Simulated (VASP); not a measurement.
# C (Cm) in VASP: a series of runs

C is run at these levels: r2SCAN; tasks: single point.

Program: VASP 6.6.1. These are calculated values, not measurements. Logs are shortened: lines on timing, memory, paths and dates and some standing lists are left out, and cuts for length are marked.

**1. The cell of the first run**

The structure is monoclinic, space group Cm (No. 8). Conventional cell: a = 6.497 Å, b = 7.124 Å, c = 4.254 Å, α = 90.00°, β = 130.89°, γ = 90.00°. Within 1.8 Å of C (site symmetry m) lie 3 C at 1.37 to 1.45 Å. C (site symmetry m) has 3 C at 1.42 Å within 1.9 Å. C (site symmetry m) has 3 C at 1.42 Å within 1.9 Å. Within 1.9 Å of C (site symmetry m) lie 3 C at 1.42 Å. Within 1.9 Å of C (site symmetry m) lie 3 C at 1.42 to 1.45 Å. C (site symmetry m) has 3 C at 1.42 Å within 1.9 Å. Within 1.9 Å of C (site symmetry m) lie 3 C at 1.42 to 1.43 Å. Within 1.8 Å of C (site symmetry m) lie 3 C at 1.37 to 1.42 Å.

**2. Single point, r2SCAN (atom 1 (C) moved +0.050 Å along Cartesian [1 1 0])**

File POSCAR:

```
C
1.0
    0.0000000000     -4.2535130786      0.0000000000
   -2.4558424086     -2.1267565393     -3.5617636578
    2.4558424086     -2.1267565393     -3.5617636578
C
8
Direct
    0.8249840398      0.4928017899      0.5071982101
    0.8332960723      0.0000000000      0.0000000000
    0.3332960723      0.7500000000      0.2500000000
    0.3332960723      0.2500000000      0.7500000000
    0.1667039277      0.5000000000      0.5000000000
    0.1667039277      0.0000000000      1.0000000000
    0.6667039277      0.7500000000      0.2500000000
    0.6667039277      0.2500000000      0.7500000000
```

File INCAR.step1:

```
ALGO     = Normal         # electronic algorithm
EDIFF    = 1E-4           # SCF threshold, eV
ENCUT    = 520            # plane-wave cutoff, eV
GGA      = PE             # functional
ISMEAR   = 0              # smearing method
LASPH    = T              # aspherical terms in the spheres
LCHARG   = F              # write CHGCAR
LREAL    = F              # projectors in reciprocal space
LWAVE    = T              # write WAVECAR
NBANDS   = 26             # bands
NELM     = 80             # most SCF steps
PREC     = Accurate       # precision mode
SIGMA    = 0.05           # smearing width, eV
```

File INCAR.step2:

```
ALGO     = Normal         # electronic algorithm
EDIFF    = 1E-6           # SCF threshold, eV
ENCUT    = 520            # plane-wave cutoff, eV
ISIF     = 2              # what is computed and relaxed
ISMEAR   = 0              # smearing method
ISTART   = 1            
LASPH    = T              # aspherical terms in the spheres
LCHARG   = F              # write CHGCAR
LMIXTAU  = T            
LREAL    = F              # projectors in reciprocal space
LWAVE    = F              # write WAVECAR
METAGGA  = R2SCAN         # meta-GGA
NBANDS   = 26             # bands
NELM     = 80             # most SCF steps
PREC     = Accurate       # precision mode
SIGMA    = 0.05           # smearing width, eV
```

File KPOINTS:

```
k-points
0
Gamma
  8 8 8
```

Potentials or basis: VASP PAW PBE potentials, release 64 (C).

Started as:

```bash
$ cat potpaw_PBE.64/C/POTCAR > POTCAR
$ cp INCAR.step1 INCAR
$ mpirun -np 1 vasp_std > vasp.out
$ cp INCAR.step2 INCAR
$ mpirun -np 1 vasp_std > vasp.out
```

OUTCAR:

```text
EDIFF = 1E-6
   ENCUT = 520
   ISIF = 2
   ISMEAR = 0
   ISTART = 1
   LASPH = T
   LREAL = F
   METAGGA = R2SCAN
   NELM = 80
   PREC = Accurate

 ion  position               nearest neighbor table
   1  0.825  0.493  0.507-   8 1.37   7 1.43   5 1.45
   2  0.833  0.000  0.000-   8 1.42   7 1.42   6 1.42
   3  0.333  0.750  0.250-   6 1.42   5 1.42   7 1.42
   4  0.333  0.250  0.750-   5 1.42   6 1.42   8 1.42
   5  0.167  0.500  0.500-   4 1.42   3 1.42   1 1.45
   6  0.167  0.000  0.000-   3 1.42   4 1.42   2 1.42
   7  0.667  0.750  0.250-   2 1.42   3 1.42   1 1.43
   8  0.667  0.250  0.750-   1 1.37   2 1.42   4 1.42

  LATTYP: Found a body centered orthorhombic cell.
 ALAT       =     4.2535130786
 B/A-ratio  =     1.1547360326
 C/A-ratio  =     1.6747397231

  Lattice vectors:

 A1 = (   2.4558424086,   2.1267565393,   3.5617636578)
 A2 = (  -2.4558424086,  -2.1267565393,   3.5617636578)
 A3 = (   2.4558424086,  -2.1267565393,  -3.5617636578)

Analysis of symmetry for initial positions (statically):
=====================================================================
 Subroutine PRICEL returns:
 Original cell was already a primitive cell.

 Routine SETGRP: Setting up the symmetry group for a
 body centered orthorhombic supercell.

 Subroutine GETGRP returns: Found  2 space group operations
 (whereof  2 operations were pure point group operations)
 out of a pool of  8 trial point group operations.

The static configuration has the point symmetry C_1h.

Analysis of symmetry for dynamics (positions and initial velocities):
=====================================================================
 Subroutine PRICEL returns:
 Original cell was already a primitive cell.

 Routine SETGRP: Setting up the symmetry group for a
 body centered orthorhombic supercell.

 Subroutine GETGRP returns: Found  2 space group operations
 (whereof  2 operations were pure point group operations)
 out of a pool of  8 trial point group operations.

The dynamic configuration has the point symmetry C_1h.

 Subroutine INISYM returns: Found  2 space group operations
 (whereof  2 operations are pure point group operations),
 and found     1 'primitive' translations

----------------------------------------------------------------------------------------

                                     Primitive cell

  volume of cell :      74.4121

  direct lattice vectors                    reciprocal lattice vectors
     0.000000000 -4.253513079  0.000000000     0.000000000 -0.235099783  0.140379893
    -2.455842409 -2.126756539 -3.561763658    -0.203596126  0.000000000 -0.140379893
     2.455842409 -2.126756539 -3.561763658     0.203596126  0.000000000 -0.140379893

  length of vectors
     4.253513079  4.820831429  4.820831429     0.273821880  0.247301227  0.247301227

  position of ions in fractional coordinates (direct lattice)
     0.824984040  0.492801790  0.507198210
     0.833296072  0.000000000  0.000000000
     0.333296072  0.750000000  0.250000000
     0.333296072  0.250000000  0.750000000
     0.166703928  0.500000000  0.500000000
     0.166703928  0.000000000  0.000000000
     0.666703928  0.750000000  0.250000000
     0.666703928  0.250000000  0.750000000

  ion indices of the primitive-cell ions
   primitive index   ion index
                 1           1
                 2           2
                 3           3
                 4           4
                 5           5
                 6           6
                 7           7
                 8           8

----------------------------------------------------------------------------------------

 KPOINTS: k-points

Automatic generation of k-mesh.
 Grid dimensions read from file:
 generate k-points for:    8    8    8

 Generating k-lattice:

  Cartesian coordinates                     Fractional coordinates (reciprocal lattice)
     0.000000000 -0.029387473  0.017547487     0.125000000  0.000000000  0.000000000
    -0.025449516  0.000000000 -0.017547487     0.000000000  0.125000000 -0.000000000
     0.025449516  0.000000000 -0.017547487     0.000000000 -0.000000000  0.125000000

  Length of vectors
     0.034227735  0.030912653  0.030912653

  Shift w.r.t. Gamma in fractional coordinates (k-lattice)
     0.000000000  0.000000000  0.000000000

 Subroutine IBZKPT returns following result:
 ===========================================

 Found    150 irreducible k-points:

 Following reciprocal coordinates:
            Coordinates               Weight
  0.000000  0.000000  0.000000      1.000000
  0.125000  0.000000  0.000000      4.000000
  0.250000  0.000000  0.000000      4.000000
  0.375000  0.000000  0.000000      4.000000
  0.500000  0.000000  0.000000      2.000000
  0.000000  0.125000  0.000000      4.000000
[... 16 lines left out ...]
  0.125000 -0.125000  0.125000      4.000000
  0.250000  0.250000  0.000000      2.000000
 [... further k-points ...]
   k-points           NKPTS =    150   k-points in BZ     NKDIM =    150   number of bands    NBANDS=     26
   number of dos      NEDOS =    301   number of ions     NIONS =      8
   total plane-waves  NPLWV =  41472
   dimension x,y,z NGX =    32 NGY =   36 NGZ =   36
   dimension x,y,z NGXF=    64 NGYF=   72 NGZF=   72
   ions per type =               8
   NGX,Y,Z   is equivalent  to a cutoff of  12.51, 12.41, 12.41 a.u.
   NGXF,Y,Z  is equivalent  to a cutoff of  25.01, 24.83, 24.83 a.u.
 SYSTEM =  unknown system
   PREC   = accura    normal or accurate (medium, high low for compatibility)
   ISTART =      1    job   : 0-new  1-cont  2-samecut
   ICHARG =      0    charge: 1-file 2-atom 10-const
   ISPIN  =      1    spin polarized calculation?
   LNONCOLLINEAR =      F non collinear calculations
   LSORBIT =      F    spin-orbit coupling
   LASPH  =      T    aspherical Exc in radial PAW
   ENCUT  =  520.0 eV  38.22 Ry    6.18 a.u.   7.91  8.96  8.96*2*pi/ulx,y,z
   NELM   =     80;   NELMIN=  2; NELMDL=  0     # of ELM steps
   EDIFF  = 0.1E-05   stopping-criterion for ELM
   LREAL  =      F    real-space projection
   EDIFFG = 0.1E-04   stopping-criterion for IOM
   NSW    =      0    number of steps for IOM
   IBRION =     -1    ionic relax: 0-MD 1-quasi-New 2-CG
   NFREE  =      0    steps in history (QN), initial steepest desc. (CG)
   ISIF   =      2    stress and relaxation
   ISYM   =      2    0-nonsym 1-usesym 2-fastsym
   POTIM  = 0.5000    time-step for ionic-motion
   TEBEG  =    0.0;   TEEND  =   0.0 temperature during run
   PSTRESS=    0.0 pullay stress
   NELECT =      32.0000    total number of electrons
   NUPDOWN=      -1.0000    fix difference up-down
   EMIN   =  10.00;   EMAX   =-10.00  energy-range for DOS
   EFERMI =   0.00;   METHOD = LEGACY
   ISMEAR =     0;   SIGMA  =   0.05  broadening in eV -4-tet -1-fermi 0-gaus
   EFERMI_NEDOS =   21; number of points for ismear=-14 and -15
   IALGO  =     38    algorithm
   IMIX   =      4    mixing-type and parameters
     AMIX     =   0.40;   BMIX     =  1.00
     AMIX_MAG =   1.60;   BMIX_MAG =  1.00
  volume/ion in A,a.u.               =       9.30        62.77
  Fermi-wavevector in a.u.,A,eV,Ry     =   1.235692  2.335120 20.775221  1.526936
  Thomas-Fermi vector in A             =   2.370331
   LORBIT       =      0    0 simple, 1 ext, 2 COOP (PROOUT), +10 PAW based schemes
   METAGGA = R2SCAN    functional components
   LHFCALC =     F    Hartree Fock is set to
   AEXX    =    0.0000 exact exchange contribution
   IVDW    =     0    specifies the selected vdW correction
   LEPSILON=     F    determine dielectric tensor
   LRPA    =     F    only Hartree local field effects (RPA)
 non-spin polarized calculation
 Gauss-broadening in eV      SIGMA  =   0.05
  energy-cutoff  :      520.00
  volume of cell :       74.41
 maximum number of plane-waves:      2023
   NGX = 15   NGY = 17   NGZ = 17

 number of electron      32.0000001 magnetization

 Free energy of the ion-electron system (eV)
  ---------------------------------------------------
  ext. energy  EPLUGINS =         0.00000000
  ---------------------------------------------------
  free energy    TOTEN  =       -79.41175734 eV

  energy without entropy =      -79.41155414  energy(sigma->0) =      -79.41165574

 E-fermi :   4.3123     XC(G=0): -10.7145

 val. band max:        4.2719429079   @ k =   0.0000  -0.2500   0.1250
 cond. band min:       4.3358189358   @ k =   0.0000  -0.3750   0.3750
 fundamental gap:      0.0638760278
 Fermi energy:         4.3123318929

 k-point     1 :       0.0000    0.0000    0.0000
  band No.  band energies     occupation
      1     -16.7602      2.00000
      2     -12.1345      2.00000
      3     -11.9813      2.00000
      4     -11.0961      2.00000
      5      -9.7658      2.00000
      6      -7.3008      2.00000
[... 18 lines left out ...]
     25      16.5580      0.00000
     26      16.7131      0.00000

 k-point     2 :       0.1250    0.0000    0.0000
  band No.  band energies     occupation
      1     -16.6548      2.00000
      2     -12.1168      2.00000
      3     -11.9465      2.00000
      4     -11.8566      2.00000
      5      -8.7586      2.00000
      6      -7.8569      2.00000
[... 18 lines left out ...]
     25      15.3690      0.00000
     26      16.3115      0.00000

 k-point     3 :       0.2500    0.0000    0.0000
  band No.  band energies     occupation
      1     -16.3410      2.00000
      2     -13.1646      2.00000
      3     -11.7986      2.00000
      4     -11.6530      2.00000
      5      -8.7870      2.00000
      6      -8.6250      2.00000
[... 18 lines left out ...]
     25      14.7567      0.00000
     26      15.3673      0.00000

 k-point     4 :       0.3750    0.0000    0.0000
  band No.  band energies     occupation
      1     -15.8250      2.00000
      2     -14.2153      2.00000
      3     -11.4489      2.00000
      4     -11.2944      2.00000
      5      -9.6065      2.00000
      6      -9.4536      2.00000
[... 18 lines left out ...]
     25      13.9346      0.00000
     26      14.2953      0.00000
[... 496 lines left out ...]
      1     -16.3609      2.00000
      2     -13.8941      2.00000
      3     -11.7235      2.00000
      4     -10.0530      2.00000
      5      -9.2445      2.00000
      6      -8.5362      2.00000
[... 18 lines left out ...]
     25      15.1993      0.00000
     26      15.9529      0.00000

 k-point    23 :       0.1250   -0.1250    0.1250
  band No.  band energies     occupation
      1     -16.3600      2.00000
      2     -13.8977      2.00000
      3     -11.7144      2.00000
      4     -10.1457      2.00000
      5      -9.0930      2.00000
      6      -8.5398      2.00000
[... 18 lines left out ...]
     25      15.2276      0.00000
     26      15.9486      0.00000

 k-point    24 :       0.2500    0.2500    0.0000
  band No.  band energies     occupation
      1     -16.0737      2.00000
      2     -13.6061      2.00000
      3     -12.8617      2.00000
      4     -10.8988      2.00000
      5      -9.1003      2.00000
      6      -6.9895      2.00000
[... 18 lines left out ...]
     25      14.9765      0.00000
     26      15.1901      0.00000

 [... further k-points ...]
[... 5 lines left out ...]
  --------------------------------------------------------------------------------------
  -------------------------------------------------------------------------------------
  Total        1.0630960      0.3075898     -0.0158074      0.3869630      0.0000000      0.0000000
  in kB       22.8896793      6.6227620     -0.3403521      8.3317574      0.0000000      0.0000000
  external PRESSURE =       9.7240297 kB  Pullay stress =       0.0000000 kB

 VOLUME and BASIS-vectors are now :
 -----------------------------------------------------------------------------
  energy-cutoff  :      520.00
  volume of cell :       74.41
      direct lattice vectors                 reciprocal lattice vectors
     0.000000000 -4.253513079  0.000000000     0.000000000 -0.235099783  0.140379893
    -2.455842409 -2.126756539 -3.561763658    -0.203596126  0.000000000 -0.140379893
     2.455842409 -2.126756539 -3.561763658     0.203596126  0.000000000 -0.140379893

 POSITION                                       TOTAL-FORCE (eV/Angst)
 -----------------------------------------------------------------------------------
      0.03536     -5.63584     -3.56176        -2.465687     -2.262622      0.000000
      0.00000     -3.54444      0.00000         0.362489     -0.178067      0.000000
     -1.22792     -3.54444     -3.56176         0.014730      0.206174      0.000000
      1.22792     -3.54444     -3.56176        -0.016080      0.273836      0.000000
      0.00000     -2.83583     -3.56176         0.421052      0.761817      0.000000
      0.00000     -0.70908      0.00000        -0.093112      0.111962      0.000000
     -1.22792     -4.96259     -3.56176         0.539855      0.250565      0.000000
      1.22792     -4.96259     -3.56176         1.236752      0.836335      0.000000
 -----------------------------------------------------------------------------------
    total drift:                               -0.000040     -0.000206      0.000016

  FREE ENERGIE OF THE ION-ELECTRON SYSTEM (eV)
  ---------------------------------------------------
  free  energy   TOTEN  =       -79.4117573406 eV

  energy  without entropy=      -79.4115541366  energy(sigma->0) =      -79.41165574
```

Run time: 7.1 min. Hardware: 1 thread of Intel Xeon 6975P-C (Granite Rapids), shared host; peak memory 0.32 GiB.

Results:

| Item | Value |
| --- | --- |
| Free energy | -79.4118 eV |
| Pressure | 1.0 GPa |
| Largest force | 3.347 eV/Å |

Forces in eV/Å, atoms in the order of the input:
```
C   -2.466 -2.263  0.000
C    0.362 -0.178  0.000
C    0.015  0.206  0.000
C   -0.016  0.274  0.000
C    0.421  0.762  0.000
C   -0.093  0.112  0.000
C    0.540  0.251  0.000
C    1.237  0.836  0.000
```

Caveat: the cell differs from its parent crystal (atom 1 (C) moved +0.050 Å along Cartesian [1 1 0]); the PAW data sets were made with another functional, which shifts forces and pressure a little.

(Part 1 of 3 ends here.)
